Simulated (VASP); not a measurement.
A run of VASP 6.6.1 is set up as follows.

INCAR

```
SYSTEM = GaAs
ALGO     = Normal         ! electronic algorithm
EDIFF    = 1E-6           ! SCF threshold, eV
ENCUT    = 520            ! plane-wave cutoff, eV
GGA      = PE             ! functional
ISIF     = 2              ! what is computed and relaxed
ISMEAR   = 0              ! smearing method
LASPH    = .True.         ! aspherical terms in the spheres
LCHARG   = .False.        ! write CHGCAR
LREAL    = .False.        ! projectors in reciprocal space
LWAVE    = .False.        ! write WAVECAR
NBANDS   = 16             ! bands
NELM     = 60             ! most SCF steps
PREC     = Accurate       ! precision mode
SIGMA    = 0.1            ! smearing width, eV
```

KPOINTS

```
k-points
0
Gamma
  6 6 4
  0 0 0
```

File POSCAR:

```
GaAs
1.0
    2.9556267730     -0.0000000026      0.0000000000
   -1.4778133842      2.5596478708      0.0000000000
    0.0000000000      0.0000000000      5.1241073968
Ga As
1 1
Direct
    0.0000000000      0.0000000000      0.5000000000
    0.0000000000      0.0000000000      0.0000000000
```

Potentials or basis: VASP PAW PBE potentials, release 64 (Ga_d, As).

Command:

```bash
$ cat potpaw_PBE.64/Ga_d/POTCAR potpaw_PBE.64/As/POTCAR > POTCAR
$ mpirun -np 1 vasp_std > vasp.out
```

Estimate the pressure.

0.1 GPa.

Estimate the band gap on the k mesh.

zero (bands 9 and 10 overlap by 6.44 eV).

Stress tensor (GPa, compression positive):
```
0.07 0.00 0.00
0.00 0.07 0.00
0.00 0.00 0.26
```

Caveat: the k points lie up to 0.41 Å⁻¹ apart, too coarse for converged energies and pressures of a metal.
